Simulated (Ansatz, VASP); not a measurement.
## One calculation of Bi2Se3, two programs

INCAR

```
ALGO = Normal ; EDIFF = 1E-6
ENCUT = 520 ; GGA = PE
ISIF = 2 ; ISMEAR = -1
LASPH = T ; LCHARG = T
LELF = T ; LREAL = F
LVHAR = T ; LWAVE = F
NBANDS = 32 ; NELM = 60
PREC = Accurate ; SIGMA = 0.02
```

Contents of KPOINTS:

```
k-points
0
Gamma
  8 8 8
```

The input POSCAR:

```
Bi2Se3
1.0
    2.1540309118      1.2436303268      9.3156900153
   -2.1540309118      1.2436303268      9.3156900153
    0.0000000000     -2.4872606535      9.3156900153
Bi Se
2 3
Direct
    0.4000903554      0.4000903554      0.4000903554
    0.5999096446      0.5999096446      0.5999096446
    0.2138650271      0.2138650271      0.2138650271
    0.7861349729      0.7861349729      0.7861349729
    0.0000000000      0.0000000000      0.0000000000
```

Input for Ansatz:

```yaml
crystal:
  lattice:
    - [2.1540309118, 1.2436303268, 9.3156900153]
    - [-2.1540309118, 1.2436303268, 9.3156900153]
    - [0.0, -2.4872606535, 9.3156900153]
  atoms:
    - { symbol: Bi, position: [0.4000903554, 0.4000903554, 0.4000903554] }
    - { symbol: Bi, position: [0.5999096446, 0.5999096446, 0.5999096446] }
    - { symbol: Se, position: [0.2138650271, 0.2138650271, 0.2138650271] }
    - { symbol: Se, position: [0.7861349729, 0.7861349729, 0.7861349729] }
    - { symbol: Se, position: [0.0, 0.0, 0.0] }
kpoints:
  mp_grid: { grid: [8, 8, 8] }
  band_path:
    path:
      - [0.0, 0.0, 0.0]
      - [0.5, 0.5, 0.5]
      - [0.8233141803, 0.1766858197, 0.5]
      - [0.5, -0.1766858197, 0.1766858197]
      - [0.5, 0.0, 0.0]
      - [0.3383429098, -0.3383429098, 0.0]
      - [0.6616570902, 0.0, 0.3383429098]
      - [0.5, 0.0, 0.5]
    npoints: 1
hamiltonian:
  xc: pbe
scf:
  occupations: { method: fermi_dirac, width: 0.02 }
  n_extra_bands: 5
output:
  forces: true
  stress: true
  eigenvalues: true
```

Change from the starting cell: epitaxial_xy strain +4.0%.

Alike in both runs: task single point; functional PBE; k mesh 8 × 8 × 8; occupations fermi-dirac, width 0.02 eV; no spin polarisation.

```csv
,VASP,Ansatz
version,VASP 6.6.1,Ansatz 0.2.0
potentials or method,"VASP PAW PBE potentials, release 64 (Bi_d, Se)","plane waves, PAW"
plane-wave cutoff (eV),520,420
valence electrons in the cell,48,78
```

|  | VASP | Ansatz | Ansatz less VASP |
| --- | --- | --- | --- |
| pressure (GPa) | 0.0 | -0.1 | -0.01 |
| traceless stress, the component that is largest in VASP (GPa) | 1.80 | 1.80 | +0.005 |
| rms of the force components (eV/Å) | 0.064 | 0.059 | -0.0044 |

Atom by atom the forces differ by 0.005 eV/Å (rms over components). VASP's potentials hold 48 valence electrons a cell and Ansatz's 78, so a difference there can come from the potentials and not from the codes.

Spin-orbit coupling is off throughout.
